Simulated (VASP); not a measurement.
Crystal: BaTiO3.

```
CELL_PARAMETERS angstrom
3.97204 0.00000 0.00000
0.00000 3.97204 0.00000
0.00000 0.00000 4.11300
ATOMIC_POSITIONS crystal
Ba 0.50000 0.50000 0.58504
Ti 0.00000 0.00000 0.10316
O 0.00000 0.50000 0.06291
O 0.50000 0.00000 0.06291
O 0.00000 0.00000 0.54597
```

Base run:

| Item | Value |
| --- | --- |
| Program | VASP 6.6.1 |
| Functional | r2SCAN |
| Potentials or basis | VASP PAW PBE potentials, release 64 (Ba_sv, Ti_sv, O) |
| Cutoff | 520 eV |
| k mesh | 6 × 6 × 6 |
| Occupations | gaussian, width 0.01 eV |
| Spin | no spin polarisation |

Its results: band gap on the k mesh 2.21 eV, indirect (least direct gap 2.71 eV); pressure 1.9 GPa; largest force 0.167 eV/Å.

Task: The run is repeated on the same cell with these changes: functional from r2SCAN to PBE; occupations from gaussian, width 0.01 eV to fermi-dirac, width 0.02 eV. What comes out?

Result: Band gap on the k mesh 1.81 eV, indirect (least direct gap 2.30 eV); pressure 4.9 GPa; largest force 0.202 eV/Å.

Caveats: spin-orbit coupling is left out, which moves the levels of the heavy elements; the PAW data sets were made with another functional, which shifts forces and pressure a little (some runs).

A k mesh can miss the band edges.
